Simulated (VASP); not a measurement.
# NbRu (P4/mmm) in VASP: notebook

Runs on NbRu. Level: LDA. Tasks: single point, relaxation of cell and atoms.

Program: VASP 6.6.1. These are calculated values, not measurements. Logs are shortened: lines on timing, memory, paths and dates and some standing lists are left out, and cuts for length are marked.

### Step 1. The cell of the first run

The structure is tetragonal, space group P4/mmm (No. 123). Conventional cell: a = 2.984 Å, b = 2.984 Å, c = 3.415 Å, α = 90.00°, β = 90.00°, γ = 90.00°. Within 3.6 Å of Nb (site symmetry 4/mmm) lie 8 Ru at 2.71 Å and 6 Nb at 2.98 to 3.42 Å. Ru (site symmetry 4/mmm) has 8 Nb at 2.71 Å and 6 Ru at 2.98 to 3.42 Å within 3.6 Å.

### Step 2. Single point, LDA

Contents of INCAR:

```
  PREC = Accurate
  ENCUT = 520
  EDIFF = 1E-7
  ISMEAR = -1
  SIGMA = 0.1
  LREAL = False
  LASPH = True
  NELM = 60
  ALGO = Normal
  ISIF = 2
  LWAVE = False
  LCHARG = False
  NBANDS = 20
```

Contents of KPOINTS:

```
regular mesh
0
Gamma
  6 6 5
```

Contents of POSCAR:

```
NbRu
1.0
    2.9841478559      0.0000000000      0.0000000000
    0.0000000000      2.9841478559      0.0000000000
    0.0000000000      0.0000000000      3.4154578307
Nb Ru
1 1
Direct
    0.0000000000      0.0000000000      0.0000000000
    0.5000000000      0.5000000000      0.5000000000
```

Potentials or basis: VASP PAW LDA potentials, release 64 (Nb_sv, Ru_pv).

The run is started by

```sh
> cat potpaw_LDA.64/Nb_sv/POTCAR potpaw_LDA.64/Ru_pv/POTCAR > POTCAR
> mpirun -np 1 vasp_std > vasp.out
```

OUTCAR:

```text
PREC = Accurate
   ENCUT = 520
   EDIFF = 1E-7
   ISMEAR = -1
   LREAL = False
   LASPH = True
   NELM = 60
   ISIF = 2

 ion  position               nearest neighbor table
   1  0.000  0.000  0.000-   2 2.71   2 2.71   2 2.71   2 2.71   2 2.71   2 2.71   2 2.71   2 2.71

   2  0.500  0.500  0.500-   1 2.71   1 2.71   1 2.71   1 2.71   1 2.71   1 2.71   1 2.71   1 2.71

  LATTYP: Found a simple tetragonal cell.
 ALAT       =     2.9841478559
 C/A-ratio  =     1.1445337147

  Lattice vectors:

 A1 = (   2.9841478559,   0.0000000000,   0.0000000000)
 A2 = (   0.0000000000,   2.9841478559,   0.0000000000)
 A3 = (   0.0000000000,   0.0000000000,   3.4154578307)

Analysis of symmetry for initial positions (statically):
=====================================================================
 Subroutine PRICEL returns:
 Original cell was already a primitive cell.

 Routine SETGRP: Setting up the symmetry group for a
 simple tetragonal supercell.

 Subroutine GETGRP returns: Found 16 space group operations
 (whereof 16 operations were pure point group operations)
 out of a pool of 16 trial point group operations.

The static configuration has the point symmetry D_4h.

Analysis of symmetry for dynamics (positions and initial velocities):
=====================================================================
 Subroutine PRICEL returns:
 Original cell was already a primitive cell.

 Routine SETGRP: Setting up the symmetry group for a
 simple tetragonal supercell.

 Subroutine GETGRP returns: Found 16 space group operations
 (whereof 16 operations were pure point group operations)
 out of a pool of 16 trial point group operations.

The dynamic configuration has the point symmetry D_4h.

 Subroutine INISYM returns: Found 16 space group operations
 (whereof 16 operations are pure point group operations),
 and found     1 'primitive' translations

----------------------------------------------------------------------------------------

                                     Primitive cell

  volume of cell :      30.4151

  direct lattice vectors                    reciprocal lattice vectors
     2.984147856  0.000000000  0.000000000     0.335104039  0.000000000  0.000000000
     0.000000000  2.984147856  0.000000000     0.000000000  0.335104039  0.000000000
     0.000000000  0.000000000  3.415457831     0.000000000  0.000000000  0.292786516

  length of vectors
     2.984147856  2.984147856  3.415457831     0.335104039  0.335104039  0.292786516

  position of ions in fractional coordinates (direct lattice)
     0.000000000  0.000000000  0.000000000
     0.500000000  0.500000000  0.500000000

  ion indices of the primitive-cell ions
   primitive index   ion index
                 1           1
                 2           2

----------------------------------------------------------------------------------------

 KPOINTS: regular mesh

Automatic generation of k-mesh.
 Grid dimensions read from file:
 generate k-points for:    6    6    5

 Generating k-lattice:

  Cartesian coordinates                     Fractional coordinates (reciprocal lattice)
     0.055850673  0.000000000  0.000000000     0.166666667  0.000000000  0.000000000
     0.000000000  0.055850673  0.000000000     0.000000000  0.166666667  0.000000000
     0.000000000  0.000000000  0.058557303     0.000000000  0.000000000  0.200000000

  Length of vectors
     0.055850673  0.055850673  0.058557303

  Shift w.r.t. Gamma in fractional coordinates (k-lattice)
     0.000000000  0.000000000  0.000000000

 Subroutine IBZKPT returns following result:
 ===========================================

 Found     30 irreducible k-points:

 Following reciprocal coordinates:
            Coordinates               Weight
  0.000000  0.000000  0.000000      1.000000
  0.166667  0.000000  0.000000      4.000000
  0.333333  0.000000  0.000000      4.000000
  0.500000  0.000000  0.000000      2.000000
  0.166667  0.166667  0.000000      4.000000
  0.333333  0.166667  0.000000      8.000000
[... 16 lines left out ...]
  0.333333  0.000000  0.400000      8.000000
  0.500000  0.000000  0.400000      4.000000
 [... further k-points ...]
   k-points           NKPTS =     30   k-points in BZ     NKDIM =     30   number of bands    NBANDS=     20
   number of dos      NEDOS =    301   number of ions     NIONS =      2
   total plane-waves  NPLWV =  16128
   dimension x,y,z NGX =    24 NGY =   24 NGZ =   28
   dimension x,y,z NGXF=    48 NGYF=   48 NGZF=   56
   ions per type =               1   1
   NGX,Y,Z   is equivalent  to a cutoff of  13.37, 13.37, 13.63 a.u.
   NGXF,Y,Z  is equivalent  to a cutoff of  26.74, 26.74, 27.26 a.u.
 SYSTEM =  unknown system
   PREC   = accura    normal or accurate (medium, high low for compatibility)
   ISTART =      0    job   : 0-new  1-cont  2-samecut
   ICHARG =      2    charge: 1-file 2-atom 10-const
   ISPIN  =      1    spin polarized calculation?
   LNONCOLLINEAR =      F non collinear calculations
   LSORBIT =      F    spin-orbit coupling
   LASPH  =      T    aspherical Exc in radial PAW
   ENCUT  =  520.0 eV  38.22 Ry    6.18 a.u.   5.55  5.55  6.35*2*pi/ulx,y,z
   NELM   =     60;   NELMIN=  2; NELMDL= -5     # of ELM steps
   EDIFF  = 0.1E-06   stopping-criterion for ELM
   LREAL  =      F    real-space projection
   EDIFFG = 0.1E-05   stopping-criterion for IOM
   NSW    =      0    number of steps for IOM
   IBRION =     -1    ionic relax: 0-MD 1-quasi-New 2-CG
   NFREE  =      0    steps in history (QN), initial steepest desc. (CG)
   ISIF   =      2    stress and relaxation
   ISYM   =      2    0-nonsym 1-usesym 2-fastsym
   POTIM  = 0.5000    time-step for ionic-motion
   TEBEG  =    0.0;   TEEND  =   0.0 temperature during run
   PSTRESS=    0.0 pullay stress
   NELECT =      27.0000    total number of electrons
   NUPDOWN=      -1.0000    fix difference up-down
   EMIN   =  10.00;   EMAX   =-10.00  energy-range for DOS
   EFERMI =   0.00;   METHOD = LEGACY
   ISMEAR =    -1;   SIGMA  =   0.10  broadening in eV -4-tet -1-fermi 0-gaus
   EFERMI_NEDOS =   21; number of points for ismear=-14 and -15
   IALGO  =     38    algorithm
   IMIX   =      4    mixing-type and parameters
     AMIX     =   0.40;   BMIX     =  1.00
     AMIX_MAG =   1.60;   BMIX_MAG =  1.00
  volume/ion in A,a.u.               =      15.21       102.63
  Fermi-wavevector in a.u.,A,eV,Ry     =   1.573377  2.973252 33.681442  2.475516
  Thomas-Fermi vector in A             =   2.674671
   LORBIT       =      0    0 simple, 1 ext, 2 COOP (PROOUT), +10 PAW based schemes
   GGA     = CA    functional components
   LHFCALC =     F    Hartree Fock is set to
   AEXX    =    0.0000 exact exchange contribution
   IVDW    =     0    specifies the selected vdW correction
   LEPSILON=     F    determine dielectric tensor
   LRPA    =     F    only Hartree local field effects (RPA)
 non-spin polarized calculation
  energy-cutoff  :      520.00
  volume of cell :       30.42
 maximum number of plane-waves:       833
 NGX is ok and might be reduce to    24
   NGX = 11   NGY = 11   NGZ = 13

 number of electron      27.0000000 magnetization

 Free energy of the ion-electron system (eV)
  ---------------------------------------------------
  ext. energy  EPLUGINS =         0.00000000
  ---------------------------------------------------
  free energy    TOTEN  =       -22.28571617 eV

  energy without entropy =      -22.19502772  energy(sigma->0) =      -22.24037195

 E-fermi :  12.7709     XC(G=0): -13.6580

 val. band max:       12.7697614763   @ k =   0.1667   0.1667   0.4000
 cond. band min:      12.8232072179   @ k =   0.5000   0.1667   0.4000
 fundamental gap:      0.0534457416
 Fermi energy:        12.7708969913

 k-point     1 :       0.0000    0.0000    0.0000
  band No.  band energies     occupation
      1     -42.1269      2.00000
      2     -29.8550      2.00000
      3     -29.7480      2.00000
      4     -29.7480      2.00000
      5     -18.2577      2.00000
      6     -18.0309      2.00000
[... 12 lines left out ...]
     19      19.5601      0.00000
     20      23.0642      0.00000

 k-point     2 :       0.1667    0.0000    0.0000
  band No.  band energies     occupation
      1     -42.1115      2.00000
      2     -29.8467      2.00000
      3     -29.7955      2.00000
      4     -29.7419      2.00000
      5     -18.2539      2.00000
      6     -18.2127      2.00000
[... 12 lines left out ...]
     19      21.3590      0.00000
     20      22.2442      0.00000

 k-point     3 :       0.3333    0.0000    0.0000
  band No.  band energies     occupation
      1     -42.0807      2.00000
      2     -29.8892      2.00000
      3     -29.8299      2.00000
      4     -29.7298      2.00000
      5     -18.5631      2.00000
      6     -18.2464      2.00000
[... 12 lines left out ...]
     19      18.9931      0.00000
     20      23.1270      0.00000

 k-point     4 :       0.5000    0.0000    0.0000
  band No.  band energies     occupation
      1     -42.0651      2.00000
      2     -29.9355      2.00000
      3     -29.8215      2.00000
      4     -29.7237      2.00000
      5     -18.7322      2.00000
      6     -18.2427      2.00000
[... 12 lines left out ...]
     19      18.5791      0.00000
     20      23.1267      0.00000

 k-point     5 :       0.1667    0.1667    0.0000
  band No.  band energies     occupation
      1     -42.0956      2.00000
      2     -29.8390      2.00000
      3     -29.7967      2.00000
      4     -29.7859      2.00000
      5     -18.2460      2.00000
      6     -18.2165      2.00000
[... 12 lines left out ...]
     19      22.4545      0.00000
     20      23.3411      0.00000
[... 353 lines left out ...]
      6     -18.0438      2.00000
[... 12 lines left out ...]
     19      15.8700      0.00000
     20      23.1268      0.00000

 k-point    22 :       0.1667    0.0000    0.4000
  band No.  band energies     occupation
      1     -42.1043      2.00000
      2     -29.8733      2.00000
      3     -29.7955      2.00000
      4     -29.7346      2.00000
      5     -18.4494      2.00000
      6     -18.1998      2.00000
[... 12 lines left out ...]
     19      16.7387      0.00000
     20      23.1266      0.00000

 k-point    23 :       0.3333    0.0000    0.4000
  band No.  band energies     occupation
      1     -42.0677      2.00000
      2     -29.9083      2.00000
      3     -29.8784      2.00000
      4     -29.7247      2.00000
      5     -18.5047      2.00000
      6     -18.3777      2.00000
[... 12 lines left out ...]
     19      17.5214      0.00000
     20      23.9467      0.00000

 k-point    24 :       0.5000    0.0000    0.4000
  band No.  band energies     occupation
      1     -42.0493      2.00000
      2     -29.9622      2.00000
      3     -29.8830      2.00000
      4     -29.7198      2.00000
      5     -18.6491      2.00000
      6     -18.3449      2.00000
[... 12 lines left out ...]
     19      17.1005      0.00000
     20      23.3411      0.00000

 [... further k-points ...]

------------------------ aborting loop because EDIFF is reached ----------------------------------------

  FORCE on cell =-STRESS in cart. coord.  units (eV):
  Direction    XX          YY          ZZ          XY          YZ          ZX
  --------------------------------------------------------------------------------------
  -------------------------------------------------------------------------------------
  Total        0.0639139      0.0639139      0.0457758      0.0000000      0.0000000     -0.0000000
  in kB        3.3667904      3.3667904      2.4113340      0.0000000      0.0000000     -0.0000000
  external PRESSURE =       3.0483050 kB  Pullay stress =       0.0000000 kB

 VOLUME and BASIS-vectors are now :
 -----------------------------------------------------------------------------
  energy-cutoff  :      520.00
  volume of cell :       30.42
      direct lattice vectors                 reciprocal lattice vectors
     2.984147856  0.000000000  0.000000000     0.335104039  0.000000000  0.000000000
     0.000000000  2.984147856  0.000000000     0.000000000  0.335104039  0.000000000
     0.000000000  0.000000000  3.415457831     0.000000000  0.000000000  0.292786516

 POSITION                                       TOTAL-FORCE (eV/Angst)
 -----------------------------------------------------------------------------------
      0.00000      0.00000      0.00000         0.000000      0.000000      0.000000
      1.49207      1.49207      1.70773         0.000000      0.000000      0.000000
 -----------------------------------------------------------------------------------
    total drift:                                0.000000      0.000000     -0.000000

  FREE ENERGIE OF THE ION-ELECTRON SYSTEM (eV)
  ---------------------------------------------------
  free  energy   TOTEN  =       -22.2857161722 eV

  energy  without entropy=      -22.1950277186  energy(sigma->0) =      -22.24037195
```

Wall time 20 s (1 thread of Intel Xeon Platinum 8259CL at 2.50GHz (Skylake/Cascade Lake), shared host); peak memory 0.14 GiB.

Results:

* Free energy: -22.2857 eV
* Pressure: 0.3 GPa

Levels at points of the mesh, in eV from the Fermi level:
```csv
k point,band 11,band 12,band 13,band 14,band 15,band 16
"(0.00, 0.00, 0.00)",-2.30,-2.30,-1.17,0.19,1.82,3.92
"(0.50, 0.00, 0.00)",-2.49,-2.06,-1.74,-1.03,-0.96,0.37
"(0.50, 0.50, 0.00)",-4.67,0.66,1.48,2.35,2.35,3.08
```

Caveat: the k points lie up to 0.37 Å⁻¹ apart.

### Step 3. Relaxation of cell and atoms, LDA

Contents of INCAR:

```
PREC = Accurate
ENCUT = 600
EDIFF = 1E-6
ISMEAR = -1
SIGMA = 0.1
LREAL = False
LASPH = True
NELM = 60
ALGO = Normal
ISIF = 3
LWAVE = False
LCHARG = False
IBRION = 2
NSW = 60
EDIFFG = -0.01
```

KPOINTS is that of step 2.

Contents of POSCAR:

```
NbRu
1.0
    3.0000000000      0.0000000000      0.0000000000
    0.0000000000      3.0000000000      0.0000000000
    0.0000000000      0.0000000000      3.3800000000
Nb Ru
1 1
Direct
    0.0000000000      0.0000000000      0.0000000000
    0.5000000000      0.5000000000      0.5000000000
```

Potentials or basis: VASP PAW LDA potentials, release 64 (Nb_sv, Ru_pv).

The run is started by

```sh
> cat potpaw_LDA.64/Nb_sv/POTCAR potpaw_LDA.64/Ru_pv/POTCAR > POTCAR
> mpirun -np 1 vasp_std > vasp.out
```

OUTCAR:

```text
PREC = Accurate
   ENCUT = 600
   EDIFF = 1E-6
   ISMEAR = -1
   LREAL = False
   LASPH = True
   NELM = 60
   ISIF = 3
   IBRION = 2
   NSW = 60
   EDIFFG = -0.01

 ion  position               nearest neighbor table
   1  0.000  0.000  0.000-   2 2.71   2 2.71   2 2.71   2 2.71   2 2.71   2 2.71   2 2.71   2 2.71

   2  0.500  0.500  0.500-   1 2.71   1 2.71   1 2.71   1 2.71   1 2.71   1 2.71   1 2.71   1 2.71

  LATTYP: Found a simple tetragonal cell.
 ALAT       =     3.0000000000
 C/A-ratio  =     1.1266666667

  Lattice vectors:

 A1 = (   3.0000000000,   0.0000000000,   0.0000000000)
 A2 = (   0.0000000000,   3.0000000000,   0.0000000000)
 A3 = (   0.0000000000,   0.0000000000,   3.3800000000)

Analysis of symmetry for initial positions (statically):
=====================================================================
 Subroutine PRICEL returns:
 Original cell was already a primitive cell.

 Routine SETGRP: Setting up the symmetry group for a
 simple tetragonal supercell.

 Subroutine GETGRP returns: Found 16 space group operations
 (whereof 16 operations were pure point group operations)
 out of a pool of 16 trial point group operations.
[... 171 lines left out ...]
  -------------------------------------------------------------------------------------
  Total       -0.0420573     -0.0420573      0.1297293      0.0000000      0.0000000      0.0000000
  in kB       -2.2150969     -2.2150969      6.8326536      0.0000000      0.0000000      0.0000000
  external PRESSURE =       0.8008200 kB  Pullay stress =       0.0000000 kB
[... 203 lines left out ...]
--------------------------------------- Ionic step        7  -------------------------------------------

 number of electron      27.0000000 magnetization

 Free energy of the ion-electron system (eV)
  ---------------------------------------------------
  ext. energy  EPLUGINS =         0.00000000
  ---------------------------------------------------
  free energy    TOTEN  =       -22.28569922 eV

  energy without entropy =      -22.19492446  energy(sigma->0) =      -22.24031184

 E-fermi :  12.7578     XC(G=0): -13.6532

 val. band max:       12.7563726354   @ k =   0.1667   0.1667   0.4000
 cond. band min:      12.8099759206   @ k =   0.5000   0.1667   0.4000
 fundamental gap:      0.0536032852
 Fermi energy:        12.7577760051

 k-point     1 :       0.0000    0.0000    0.0000
  band No.  band energies     occupation
      1     -42.1425      2.00000
      2     -29.8681      2.00000
      3     -29.7617      2.00000
      4     -29.7617      2.00000
      5     -18.2728      2.00000
      6     -18.0473      2.00000
[... 457 lines left out ...]
      4     -29.7336      2.00000
      5     -18.6634      2.00000
      6     -18.3602      2.00000
[... 9 lines left out ...]
     16      14.6214      0.00000
     17      16.4920      0.00000

 [... further k-points ...]

------------------------ aborting loop because EDIFF is reached ----------------------------------------

  FORCE on cell =-STRESS in cart. coord.  units (eV):
  Direction    XX          YY          ZZ          XY          YZ          ZX
  --------------------------------------------------------------------------------------
  -------------------------------------------------------------------------------------
  Total        0.0192768      0.0192768      0.0176719      0.0000000      0.0000000      0.0000000
  in kB        1.0145934      1.0145934      0.9301252      0.0000000      0.0000000      0.0000000
  external PRESSURE =       0.9864373 kB  Pullay stress =       0.0000000 kB
[... 17 lines left out ...]
  FREE ENERGIE OF THE ION-ELECTRON SYSTEM (eV)
  ---------------------------------------------------
  free  energy   TOTEN  =       -22.2856992248 eV

  energy  without entropy=      -22.1949244580  energy(sigma->0) =      -22.24031184

 reached required accuracy - stopping structural energy minimisation
```

Run time: 76 s. Hardware: 1 thread of Intel Xeon Platinum 8259CL at 2.50GHz (Skylake/Cascade Lake), shared host; peak memory 0.15 GiB.

Results:

```yaml
Free_energy: -22.2857 eV
Relaxed_volume: 15.22 Å³/atom
Relaxed_cell: a = 2.985 Å, b = 2.985 Å, c = 3.416 Å, α = 90.00°, β = 90.00°, γ = 90.00°
Space_group_after_relaxing_to_0.05_Å: P4/mmm (No. 123)
Energy_gained_by_relaxing: 0.4 meV/atom
Ionic_steps: 7
Pressure_after_relaxing: 0.1 GPa
```

The path:
```
step  energy change (eV)  largest force (eV/Å)  pressure (GPa)  volume (Å³)
   1              0.0000                0.0000            0.08        30.42
   2             -0.0004                0.0000           -0.16        30.45
   3             -0.0007                0.0000           -0.48        30.50
   4             -0.0008                0.0000            0.09        30.43
   5             -0.0008                0.0000            0.14        30.43
   6             -0.0009                0.0000            0.12        30.43
   7             -0.0009                0.0000            0.10        30.44
```

Final structure:
```xyz
2
Lattice="2.9853 0.0000 0.0000 0.0000 2.9853 0.0000 0.0000 0.0000 3.4157" Properties=species:S:1:pos:R:3 pbc="T T T"
Nb    0.0000    0.0000    0.0000
Ru    1.4926    1.4926    1.7079
```

Levels at points of the mesh, in eV from the Fermi level:
```csv
k point,band 9,band 10,band 11,band 12,band 13,band 14,band 15,band 16,band 17
"(0.00, 0.00, 0.00)",-5.86,-5.57,-2.30,-2.30,-1.17,0.19,1.82,3.92,4.15
"(0.50, 0.00, 0.00)",-3.59,-3.43,-2.48,-2.06,-1.74,-1.03,-0.95,0.37,2.05
"(0.50, 0.50, 0.00)",-5.61,-4.67,-4.67,0.66,1.47,2.34,2.34,3.07,4.49
```

Caveat: the k points lie up to 0.37 Å⁻¹ apart in the final cell.
